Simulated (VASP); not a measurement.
Input of a VASP 6.6.1 run:

The input INCAR:

```
ALGO = Normal ; DIPOL = 0.5 0.5 0.504
EDIFF = 1E-7 ; ENCUT = 520
GGA = PE ; IDIPOL = 3
ISIF = 2 ; ISMEAR = -1
LASPH = True ; LCHARG = False
LDIPOL = True ; LREAL = False
LWAVE = False ; NBANDS = 26
NELM = 60 ; PREC = Accurate
SIGMA = 0.05
```

Contents of KPOINTS:

```
k-points
0
Gamma
  9 9 1
```

POSCAR

```
BeSe
1.0
    3.5850313806      0.0000000000      0.0000000000
   -1.7925156903      3.1047282490      0.0000000000
    0.0000000000      0.0000000000     24.5132890606
Se Be
4 4
Direct
    0.0000000000      0.0000000000      0.3059564949
    0.3333333333      0.6666666667      0.4253678827
    0.6666666667      0.3333333333      0.5524813685
    0.0000000000      0.0000000000      0.6807629927
    0.3333333333      0.6666666667      0.3358093419
    0.6666666667      0.3333333333      0.4552207296
    0.0000000000      0.0000000000      0.5790598380
    0.3333333333      0.6666666667      0.6936154497
```

Potentials or basis: VASP PAW PBE potentials, release 64 (Se, Be).

The run is started by

```console
$ cat potpaw_PBE.64/Se/POTCAR potpaw_PBE.64/Be/POTCAR > POTCAR
$ mpirun -np 1 vasp_std > vasp.out
```

(1) What does it give for the largest force?

(2) Predict the band gap on the k mesh.

Results:

(1) 1.218 eV/Å.

(2) zero (band 16 reaches 0.48 eV, above the bottom of band 17 at -0.02 eV).
